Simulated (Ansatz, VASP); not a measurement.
## AlCu: VASP beside Ansatz

```
Al Cu
1.0
     2.60483    0.00000    0.00000
    -1.30241    2.25585    0.00000
     0.00000    0.00000   26.75224
Al Cu
1 1
Direct
  0.00000 0.00000 0.25186
  0.00000 0.00000 0.34622
```

Alike in both runs: functional PBE; k mesh 6 × 6 × 1; occupations gaussian, width 0.1 eV; no spin polarisation.

Ansatz relaxed the structure, and its values are those at the end. VASP's run is a single point on that final structure, the one shown.

```csv
,VASP,Ansatz
version,VASP 6.6.1,Ansatz 0.2.0
potentials or method,"VASP PAW PBE potentials, release 64 (Al, Cu), cutoff 520 eV","scalar-relativistic, plane waves, PAW"
valence electrons in the cell,14,22
```

```tsv
	VASP	Ansatz	Ansatz less VASP
gap on the k mesh at the Fermi level (eV)	none	none	-
rms of the force components (eV/Å)	0.011	0.004	-0.0075
```

A gap of «none» marks a metal or a gap that the smearing closes. VASP's potentials hold 14 valence electrons a cell and Ansatz's 22, so a difference there can come from the potentials and not from the codes. Ansatz's warnings: slab cell height set.

The k mesh is coarse, so the values compare programs but aren't converged.
